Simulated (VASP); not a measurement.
A run of VASP 6.6.1 is set up as follows.

Contents of INCAR:

```
SYSTEM = RbCl
PREC     = Accurate       ! precision mode
ENCUT    = 500            ! plane-wave cutoff, eV
EDIFF    = 1E-6           ! SCF threshold, eV
ISMEAR   = 0              ! smearing method
SIGMA    = 0.02           ! smearing width, eV
LREAL    = .False.        ! projectors in reciprocal space
LASPH    = .True.         ! aspherical terms in the spheres
NELM     = 120            ! most SCF steps
ALGO     = Normal         ! electronic algorithm
ISIF     = 2              ! what is computed and relaxed
LWAVE    = .False.        ! write WAVECAR
LCHARG   = .False.        ! write CHGCAR
GGA      = PE             ! functional
NBANDS   = 15             ! bands
GGA_COMPAT= .False.
```

Contents of KPOINTS:

```
Automatic mesh
0
Gamma
  6 6 6
  0 0 0
```

Contents of POSCAR:

```
RbCl
1.0
    0.0000000000      3.3491260091      3.3491260091
    3.3491260091      0.0000000000      3.3491260091
    3.3491260091      3.3491260091      0.0000000000
Rb Cl
1 1
Direct
    0.0000000000      0.0000000000      0.0000000000
    0.5000000000      0.5000000000      0.5000000000
```

Potentials or basis: VASP PAW PBE potentials, release 64 (Rb_sv, Cl).

The run is started by

```sh
$ cat potpaw_PBE.64/Rb_sv/POTCAR potpaw_PBE.64/Cl/POTCAR > POTCAR
$ mpirun -np 1 vasp_std > vasp.out
```

Task: What does it give for the pressure?

Result: 0.0 GPa.

Task: Estimate the band gap on the k mesh.

Result: 4.83 eV, direct.

PBE gaps usually lie below the measured ones, often by a third to a half.
